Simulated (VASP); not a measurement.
Write the native input for VASP 6.6.1 that does the following.

* Task: single point
* Functional: r2SCAN
* Potentials or basis: VASP PAW PBE potentials, release 64 (Fe, Ge_d)
* Cutoff: 520 eV
* k mesh: 10 × 10 × 10
* Occupations: gaussian, width 0.03 eV
* Spin: no spin polarisation
* Dipole correction: no
* Further INCAR settings: ALGO = Normal; EDIFF = 1e-06; NBANDS = 54

The system is FeGe.

```
Fe Ge
1.0
     4.39869    0.00000    0.00000
     0.00000    4.39869    0.00000
     0.00000    0.00000    4.39869
Fe Ge
4 4
Direct
  0.13894 0.13894 0.13894
  0.36106 0.86106 0.63894
  0.63894 0.36106 0.86106
  0.86106 0.63894 0.36106
  0.84063 0.84063 0.84063
  0.65937 0.15937 0.34063
  0.34063 0.65937 0.15937
  0.15937 0.34063 0.65937
```

These files were run (other wordings do the same):

POSCAR

```
FeGe
1.0
    4.3986857678      0.0000000000      0.0000000000
    0.0000000000      4.3986857678      0.0000000000
    0.0000000000      0.0000000000      4.3986857678
Fe Ge
4 4
Direct
    0.1389428718      0.1389428718      0.1389428718
    0.3610571282      0.8610571282      0.6389428718
    0.6389428718      0.3610571282      0.8610571282
    0.8610571282      0.6389428718      0.3610571282
    0.8406329680      0.8406329680      0.8406329680
    0.6593670320      0.1593670320      0.3406329680
    0.3406329680      0.6593670320      0.1593670320
    0.1593670320      0.3406329680      0.6593670320
```

INCAR.step1

```
SYSTEM = FeGe
PREC = Accurate
ENCUT = 520
ISMEAR = 0
SIGMA = 0.03
LREAL = .FALSE.
LASPH = .TRUE.
NELM = 80
NBANDS = 54
GGA = PE
ALGO = Normal
EDIFF = 1E-4
LWAVE = .TRUE.
LCHARG = .FALSE.
```

INCAR.step2

```
SYSTEM = FeGe
PREC = Accurate
ENCUT = 520
EDIFF = 1E-6
ISMEAR = 0
SIGMA = 0.03
LREAL = .FALSE.
LASPH = .TRUE.
NELM = 80
ALGO = Normal
ISIF = 2
LWAVE = .FALSE.
LCHARG = .FALSE.
METAGGA = R2SCAN
LMIXTAU = .TRUE.
NBANDS = 54
ISTART = 1
```

KPOINTS

```
Automatic mesh
0
G
  10 10 10
  0 0 0
```

Potentials or basis: VASP PAW PBE potentials, release 64 (Fe, Ge_d).

Command:

```console
$ cat potpaw_PBE.64/Fe/POTCAR potpaw_PBE.64/Ge_d/POTCAR > POTCAR
$ cp INCAR.step1 INCAR
$ mpirun -np 1 vasp_std > vasp.out
$ cp INCAR.step2 INCAR
$ mpirun -np 1 vasp_std > vasp.out
```

It gave:

```
Pressure               : 34.3 GPa
Largest force          : 0.048 eV/Å
Band gap on the k mesh : 0.22 eV (least direct gap 0.24 eV)
```

Caveat: the cell stands under pressure; the PAW data sets were made with another functional, which shifts forces and pressure a little.

It took 13 min on 1 thread of AMD EPYC 9R45 96-Core Processor (Zen 5) (shared host), peak memory 0.36 GiB.
